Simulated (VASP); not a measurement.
# Cs3Hf (Pm-3m) in VASP: notebook

The runs below take Cs3Hf through single point, with PBE.

Program: VASP 6.6.1. These are calculated values, not measurements. Logs are shortened: lines on timing, memory, paths and dates and some standing lists are left out, and cuts for length are marked.

### Step 1. The cell of the first run

It takes space group Pm-3m (No. 221, cubic). Conventional cell: a = 5.342 Å, b = 5.342 Å, c = 5.342 Å, α = 90.00°, β = 90.00°, γ = 90.00°. Cs (site symmetry 4/mmm) has 8 Cs at 3.78 Å and 4 Hf at 3.78 Å within 5.0 Å. Hf (site symmetry m-3m) has 12 Cs at 3.78 Å within 5.0 Å.

### Step 2. Single point, PBE

INCAR

```
SYSTEM = Cs3Hf
PREC = Accurate ; ENCUT = 520
EDIFF = 1E-6 ; ISMEAR = 0
SIGMA = 0.1 ; LREAL = .False.
LASPH = .True. ; NELM = 80
ALGO = Normal ; ISIF = 2
LWAVE = .False. ; LCHARG = .False.
GGA = PE ; NBANDS = 26
```

KPOINTS

```
Automatic mesh
0
Gamma
  4 4 4
  0 0 0
```

POSCAR

```
Cs3Hf
1.0
    5.3415385692      0.0000000000      0.0000000000
    0.0000000000      5.3415385692      0.0000000000
    0.0000000000      0.0000000000      5.3415385692
Cs Hf
3 1
Direct
    0.0000000000      0.5000000000      0.5000000000
    0.5000000000      0.0000000000      0.5000000000
    0.5000000000      0.5000000000      0.0000000000
    0.0000000000      0.0000000000      0.0000000000
```

Potentials or basis: VASP PAW PBE potentials, release 64 (Cs_sv, Hf_pv).

On the command line:

```
> cat potpaw_PBE.64/Cs_sv/POTCAR potpaw_PBE.64/Hf_pv/POTCAR > POTCAR
> mpirun -np 1 vasp_std > vasp.out
```

OUTCAR:

```text
SYSTEM = Cs3Hf
   PREC = Accurate
   ENCUT = 520
   EDIFF = 1E-6
   ISMEAR = 0
   LREAL = .False.
   LASPH = .True.
   NELM = 80
   ISIF = 2
   GGA = PE

 ion  position               nearest neighbor table
   1  0.000  0.500  0.500-
   2  0.500  0.000  0.500-
   3  0.500  0.500  0.000-
   4  0.000  0.000  0.000-

  LATTYP: Found a simple cubic cell.
 ALAT       =     5.3415385692

  Lattice vectors:

 A1 = (   5.3415385692,   0.0000000000,   0.0000000000)
 A2 = (   0.0000000000,   5.3415385692,   0.0000000000)
 A3 = (   0.0000000000,   0.0000000000,   5.3415385692)

Analysis of symmetry for initial positions (statically):
=====================================================================
 Subroutine PRICEL returns:
 Original cell was already a primitive cell.

 Routine SETGRP: Setting up the symmetry group for a
 simple cubic supercell.

 Subroutine GETGRP returns: Found 48 space group operations
 (whereof 48 operations were pure point group operations)
 out of a pool of 48 trial point group operations.

The static configuration has the point symmetry O_h .

Analysis of symmetry for dynamics (positions and initial velocities):
=====================================================================
 Subroutine PRICEL returns:
 Original cell was already a primitive cell.

 Routine SETGRP: Setting up the symmetry group for a
 simple cubic supercell.

 Subroutine GETGRP returns: Found 48 space group operations
 (whereof 48 operations were pure point group operations)
 out of a pool of 48 trial point group operations.

The dynamic configuration has the point symmetry O_h .

 Subroutine INISYM returns: Found 48 space group operations
 (whereof 48 operations are pure point group operations),
 and found     1 'primitive' translations

----------------------------------------------------------------------------------------

                                     Primitive cell

  volume of cell :     152.4050

  direct lattice vectors                    reciprocal lattice vectors
     5.341538569  0.000000000  0.000000000     0.187211978  0.000000000  0.000000000
     0.000000000  5.341538569  0.000000000     0.000000000  0.187211978  0.000000000
     0.000000000  0.000000000  5.341538569     0.000000000  0.000000000  0.187211978

  length of vectors
[... 68 lines left out ...]
   LASPH  =      T    aspherical Exc in radial PAW
   ENCUT  =  520.0 eV  38.22 Ry    6.18 a.u.   9.93  9.93  9.93*2*pi/ulx,y,z
   NELM   =     80;   NELMIN=  2; NELMDL= -5     # of ELM steps
   EDIFF  = 0.1E-05   stopping-criterion for ELM
   LREAL  =      F    real-space projection
   EDIFFG = 0.1E-04   stopping-criterion for IOM
   NSW    =      0    number of steps for IOM
   IBRION =     -1    ionic relax: 0-MD 1-quasi-New 2-CG
   NFREE  =      0    steps in history (QN), initial steepest desc. (CG)
   ISIF   =      2    stress and relaxation
   ISYM   =      2    0-nonsym 1-usesym 2-fastsym
   POTIM  = 0.5000    time-step for ionic-motion
   TEBEG  =    0.0;   TEEND  =   0.0 temperature during run
   PSTRESS=    0.0 pullay stress
   NELECT =      37.0000    total number of electrons
   NUPDOWN=      -1.0000    fix difference up-down
   EMIN   =  10.00;   EMAX   =-10.00  energy-range for DOS
   EFERMI =   0.00;   METHOD = LEGACY
   ISMEAR =     0;   SIGMA  =   0.10  broadening in eV -4-tet -1-fermi 0-gaus
   EFERMI_NEDOS =   21; number of points for ismear=-14 and -15
   IALGO  =     38    algorithm
   IMIX   =      4    mixing-type and parameters
     AMIX     =   0.40;   BMIX     =  1.00
     AMIX_MAG =   1.60;   BMIX_MAG =  1.00
  volume/ion in A,a.u.               =      38.10       257.12
  Fermi-wavevector in a.u.,A,eV,Ry     =   1.021274  1.929928 14.190891  1.043001
  Thomas-Fermi vector in A             =   2.154890
   LORBIT       =      0    0 simple, 1 ext, 2 COOP (PROOUT), +10 PAW based schemes
   GGA     = PE    functional components
   LHFCALC =     F    Hartree Fock is set to
   AEXX    =    0.0000 exact exchange contribution
   IVDW    =     0    specifies the selected vdW correction
   LEPSILON=     F    determine dielectric tensor
   LRPA    =     F    only Hartree local field effects (RPA)
 non-spin polarized calculation
 Gauss-broadening in eV      SIGMA  =   0.10
  energy-cutoff  :      520.00
  volume of cell :      152.40
 maximum number of plane-waves:      4130
 NGX is ok and might be reduce to    40
   NGX = 19   NGY = 19   NGZ = 19

 number of electron      37.0000003 magnetization

 Free energy of the ion-electron system (eV)
  ---------------------------------------------------
  ext. energy  EPLUGINS =         0.00000000
  ---------------------------------------------------
  free energy    TOTEN  =        -6.42425443 eV

  energy without entropy =       -6.38075612  energy(sigma->0) =       -6.40250527

 E-fermi :   3.9939     XC(G=0):  -9.1264

 val. band max:        3.9894793998   @ k =   0.5000   0.0000   0.0000
 cond. band min:       3.9979834196   @ k =   0.5000   0.2500   0.2500
 fundamental gap:      0.0085040198
 Fermi energy:         3.9939386065

 k-point     1 :       0.0000    0.0000    0.0000
  band No.  band energies     occupation
      1     -27.7159      2.00000
      2     -27.7159      2.00000
      3     -27.7159      2.00000
      4     -19.4668      2.00000
      5     -18.9345      2.00000
      6     -18.9345      2.00000
[... 279 lines left out ...]
     25       6.7628      0.00000
     26       6.7628      0.00000

------------------------ aborting loop because EDIFF is reached ----------------------------------------

  FORCE on cell =-STRESS in cart. coord.  units (eV):
  Direction    XX          YY          ZZ          XY          YZ          ZX
  --------------------------------------------------------------------------------------
  -------------------------------------------------------------------------------------
  Total        4.2791953      4.2791953      4.2791953     -0.0000000     -0.0000000     -0.0000000
  in kB       44.9856068     44.9856068     44.9856068     -0.0000000     -0.0000000     -0.0000000
  external PRESSURE =      44.9856068 kB  Pullay stress =       0.0000000 kB

 VOLUME and BASIS-vectors are now :
 -----------------------------------------------------------------------------
  energy-cutoff  :      520.00
  volume of cell :      152.40
      direct lattice vectors                 reciprocal lattice vectors
     5.341538569  0.000000000  0.000000000     0.187211978  0.000000000  0.000000000
     0.000000000  5.341538569  0.000000000     0.000000000  0.187211978  0.000000000
     0.000000000  0.000000000  5.341538569     0.000000000  0.000000000  0.187211978

 POSITION                                       TOTAL-FORCE (eV/Angst)
 -----------------------------------------------------------------------------------
      0.00000      2.67077      2.67077         0.000000      0.000000      0.000000
      2.67077      0.00000      2.67077         0.000000      0.000000      0.000000
      2.67077      2.67077      0.00000         0.000000      0.000000      0.000000
      0.00000      0.00000      0.00000         0.000000      0.000000      0.000000
 -----------------------------------------------------------------------------------
    total drift:                                0.000000     -0.000000     -0.000000

  FREE ENERGIE OF THE ION-ELECTRON SYSTEM (eV)
  ---------------------------------------------------
  free  energy   TOTEN  =        -6.4242544282 eV

  energy  without entropy=       -6.3807561196  energy(sigma->0) =       -6.40250527
```

OSZICAR:

```text
N       E                     dE             d eps       ncg     rms          rms(c)
DAV:   1     0.240955861988E+03    0.24096E+03   -0.16473E+04   528   0.121E+03
DAV:   2     0.131811230842E+02   -0.22777E+03   -0.22303E+03   738   0.244E+02
DAV:   3    -0.672105387192E+01   -0.19902E+02   -0.19527E+02   682   0.631E+01
DAV:   4    -0.701041786717E+01   -0.28936E+00   -0.28676E+00   656   0.879E+00
DAV:   5    -0.701328739957E+01   -0.28695E-02   -0.28593E-02   664   0.814E-01    0.160E+01
DAV:   6    -0.655102167645E+01    0.46227E+00   -0.16642E+00   596   0.335E+00    0.820E+00
DAV:   7    -0.644002295690E+01    0.11100E+00   -0.42140E-01   642   0.210E+00    0.309E+00
DAV:   8    -0.642540349900E+01    0.14619E-01   -0.13413E-01   598   0.105E+00    0.404E-01
DAV:   9    -0.642458890642E+01    0.81459E-03   -0.13067E-02   612   0.323E-01    0.162E-01
DAV:  10    -0.642426439456E+01    0.32451E-03   -0.22806E-03   658   0.146E-01    0.374E-02
DAV:  11    -0.642425332075E+01    0.11074E-04   -0.13113E-04   604   0.520E-02    0.270E-02
DAV:  12    -0.642425403981E+01   -0.71906E-06   -0.28180E-05   642   0.144E-02    0.578E-03
DAV:  13    -0.642425442819E+01   -0.38838E-06   -0.28920E-06   522   0.381E-03
   1 F= -.64242544E+01 E0= -.64025053E+01  d E =-.434983E-01
```

stdout:

```text
POSCAR found type information on POSCAR CsHf
 POSCAR found :  2 types and       4 ions
 scaLAPACK will be used
 LDA part: xc-table for (Slater+PW92), standard interpolation
 POSCAR, INCAR and KPOINTS ok, starting setup
 FFT: planning ... GRIDC
 FFT: planning ... GRID_SOFT
 FFT: planning ... GRID
 WAVECAR not read
 entering main loop
```

Run time: 50 s. Hardware: 1 thread of Oxide Virtual Turin-like, shared host; peak memory 0.22 GiB.

Results:

```yaml
Free_energy: -6.4243 eV
Pressure: 4.5 GPa
Band_gap_on_the_k_mesh: zero (an odd number of electrons rules out a gap without spin polarisation)
```

Levels at points of the mesh, in eV from the Fermi level:
```csv
k point,band 17,band 18,band 19,band 20,band 21,band 22
"(0.00, 0.00, 0.00)",-1.13,-1.13,-1.07,-0.57,-0.57,-0.57
"(0.50, 0.00, 0.00)",-0.69,-0.10,0.00,0.55,0.70,0.87
"(0.50, 0.50, 0.00)",0.13,0.45,0.53,0.81,0.81,0.82
"(0.50, 0.50, 0.50)",-0.55,-0.55,-0.55,0.79,0.79,2.06
```

Caveat: the cell stands under pressure; spin-orbit coupling is left out, which moves the levels of the heavy elements.

### Step 3. Single point, PBE

This run uses another cell than the first one, of 58.98 Å³/atom.

INCAR

```
SYSTEM = Cs3Hf
PREC = Accurate
ENCUT = 520
EDIFF = 1E-6
ISMEAR = 0
SIGMA = 0.1
LREAL = .False.
LASPH = .True.
NELM = 100
ALGO = Normal
ISIF = 2
LWAVE = .False.
LCHARG = .True.
GGA = PE
LELF = .True.
LVHAR = .True.
NBANDS = 26
```

KPOINTS is that of step 2.

POSCAR

```
Cs3Hf
1.0
    6.1790372907      0.0000000000      0.0000000000
    0.0000000000      6.1790372907      0.0000000000
    0.0000000000      0.0000000000      6.1790372907
Cs Hf
3 1
Direct
    0.0000000000      0.5000000000      0.5000000000
    0.5000000000      0.0000000000      0.5000000000
    0.5000000000      0.5000000000      0.0000000000
    0.0000000000      0.0000000000      0.0000000000
```

Potentials or basis: VASP PAW PBE potentials, release 64 (Cs_sv, Hf_pv).

On the command line:

```
> cat potpaw_PBE.64/Cs_sv/POTCAR potpaw_PBE.64/Hf_pv/POTCAR > POTCAR
> mpirun -np 1 vasp_std > vasp.out
```

Wall time 92 s (1 thread of Oxide Virtual Turin-like, shared host); peak memory 0.3 GiB.

The run converged. Its results:

- Free energy: -7.3841 eV
- Pressure: 0.3 GPa
- Band gap on the k mesh: zero (an odd number of electrons rules out a gap without spin polarisation)

Levels at points of the mesh, in eV from the Fermi level:
```
           k point  band 15  band 16  band 17  band 18  band 19  band 20  band 21  band 22  band 23  band 24
(0.00, 0.00, 0.00)    -9.67    -3.24    -0.53    -0.53    -0.47    -0.09    -0.09    -0.09     2.08     2.08
(0.50, 0.00, 0.00)    -9.73    -2.48    -0.79    -0.08     0.08     0.33     0.35     0.35     0.58     1.07
(0.50, 0.50, 0.00)    -9.61    -2.22    -0.07     0.02     0.02     0.20     0.33     0.33     0.59     0.73
(0.50, 0.50, 0.50)    -9.61    -2.56    -0.39    -0.39    -0.39     0.47     0.47     1.19     1.19     1.19
```

Caveat: spin-orbit coupling is left out, which moves the levels of the heavy elements.

The gap in the log of VASP goes by the Fermi energy; the results here count the filled bands.